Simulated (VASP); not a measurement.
The system is HfAl2N3.

```xyz
12
Lattice="3.3980 0.0000 0.0000 -1.6990 2.9428 0.0000 0.0000 0.0000 16.3471" Properties=species:S:1:pos:R:3 pbc="T T T"
Hf    1.6990    0.9809   13.6187
Hf    0.0000    1.9619   16.3432
Al    1.6990    0.9809    2.7206
Al    1.6990    0.9809    8.1697
Al    0.0000    1.9619    5.4451
Al    0.0000    1.9619   10.8942
N     1.6990    0.9809    4.7990
N     1.6990    0.9809   10.2481
N     1.6990    0.9809   15.6971
N     0.0000    1.9619    2.0745
N     0.0000    1.9619    7.5235
N     0.0000    1.9619   12.9726
```

| Property | Result |
| --- | --- |
| Program | VASP 6.6.1 |
| Task | relaxation of cell and atoms |
| Functional | PBE |
| Potentials or basis | VASP PAW PBE potentials, release 64 (Hf_pv, Al, N) |
| Cutoff | 600 eV |
| k mesh | 6 × 6 × 1 |
| Occupations | gaussian, width 0.1 eV |
| Spin | no spin polarisation |

At the start: pressure -12.6 GPa; volume 13.62 Å³/atom.

Where does the relaxation end?

Over 16 steps the energy falls by 179.6 meV/atom and the volume is 12.07 Å³/atom (-11.4 %); space group P3m1 (No. 156, to 0.1 Å) before and after.

The path:
| step | energy change (eV) | largest force (eV/Å) | pressure (GPa) | volume (Å³) |
| --- | --- | --- | --- | --- |
| 1 | 0.0000 | 2.7910 | -12.59 | 163.47 |
| 2 | -0.7748 | 2.2988 | 13.52 | 139.42 |
| 3 | -1.0023 | 2.5719 | 3.46 | 146.41 |
| 4 | -1.4929 | 1.6655 | 2.25 | 145.84 |
| 5 | -1.5454 | 2.3907 | 2.01 | 145.59 |
| 6 | -1.8483 | 1.2332 | -1.64 | 147.55 |
| 7 | -1.8589 | 1.3229 | -2.34 | 148.00 |
| 8 | -2.0088 | 0.7157 | -0.39 | 145.91 |
| 9 | -2.0693 | 0.9222 | 2.23 | 143.50 |
| 10 | -2.1423 | 0.4839 | -0.31 | 144.92 |
| 11 | -2.1426 | 0.4441 | -0.19 | 144.85 |
| 12 | -2.1507 | 0.2418 | 0.09 | 144.77 |
| 13 | -2.1525 | 0.1218 | -0.01 | 144.79 |
| 14 | -2.1543 | 0.0675 | 0.06 | 144.78 |
| 15 | -2.1543 | 0.0625 | 0.08 | 144.77 |
| 16 | -2.1546 | 0.0350 | -0.06 | 144.89 |

Final structure:
```
Hf Al N
1.0
     3.23652    0.00000    0.00000
    -1.61826    2.80291    0.00000
     0.00000    0.00000   15.97132
Hf Al N
2 4 6
Direct
  0.66667 0.33333 0.82594
  0.33333 0.66667 0.01376
  0.66667 0.33333 0.18579
  0.66667 0.33333 0.49298
  0.33333 0.66667 0.33916
  0.33333 0.66667 0.64687
  0.66667 0.33333 0.30578
  0.66667 0.33333 0.61335
  0.66667 0.33333 0.95893
  0.33333 0.66667 0.15151
  0.33333 0.66667 0.45924
  0.33333 0.66667 0.76670
```

Caveat: the k points lie up to 0.39 Å⁻¹ apart in the final cell, too coarse for converged energies and pressures of a metal.
